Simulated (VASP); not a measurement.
Write the native input for VASP 6.6.1 that does the following.

- Task: single point
- Functional: LDA
- Potentials or basis: VASP PAW LDA potentials, release 64 (Hf_pv, Ta_pv, N, O)
- Cutoff: 520 eV
- k mesh: 6 × 6 × 4
- Occupations: gaussian, width 0.01 eV
- Spin: no spin polarisation
- Dipole correction: no
- Further INCAR settings: ALGO = Normal; EDIFF = 1e-06; NBANDS = 31

The structure of HfTaNO3 lies in POSCAR:

```
HfTaNO3
1.0
    3.5234550000      0.0000000000      0.0000000000
    0.0000000000      3.5895890000      0.0000000000
    0.0000000000      0.0000000000      5.2942510000
Hf Ta N O
1 1 1 3
Direct
    0.0000000000      0.0000000000      0.2380670000
    0.5000000000      0.5000000000      0.7606720000
    0.5000000000      0.0000000000      0.9290780000
    0.0000000000      0.5000000000      0.5746100000
    0.5000000000      0.0000000000      0.4383620000
    0.0000000000      0.5000000000      0.0592110000
```

One way to write it, as run:

INCAR

```
PREC = Accurate
ENCUT = 520
EDIFF = 1E-6
ISMEAR = 0
SIGMA = 0.01
LREAL = False
LASPH = True
NELM = 100
ALGO = Normal
ISIF = 2
LWAVE = False
LCHARG = True
LELF = True
LVHAR = True
NBANDS = 31
```

KPOINTS

```
Automatic mesh
0
Gamma
  6 6 4
```

Potentials or basis: VASP PAW LDA potentials, release 64 (Hf_pv, Ta_pv, N, O).

Command:

```console
$ cat potpaw_LDA.64/Hf_pv/POTCAR potpaw_LDA.64/Ta_pv/POTCAR potpaw_LDA.64/N/POTCAR potpaw_LDA.64/O/POTCAR > POTCAR
$ mpirun -np 1 vasp_std > vasp.out
```

Results of the run:

| Quantity | Value |
| --- | --- |
| Pressure | -13.8 GPa |
| Largest force | 0.212 eV/Å |
| Band gap on the k mesh | 1.78 eV, indirect (least direct gap 1.90 eV) |

Caveat: spin-orbit coupling is left out, which moves the levels of the heavy elements.

Run time: 83 s on 1 thread of Intel(R) Xeon(R) Platinum 8375C CPU @ 2.90GHz (Ice Lake), on a shared host, peak memory 0.23 GiB.
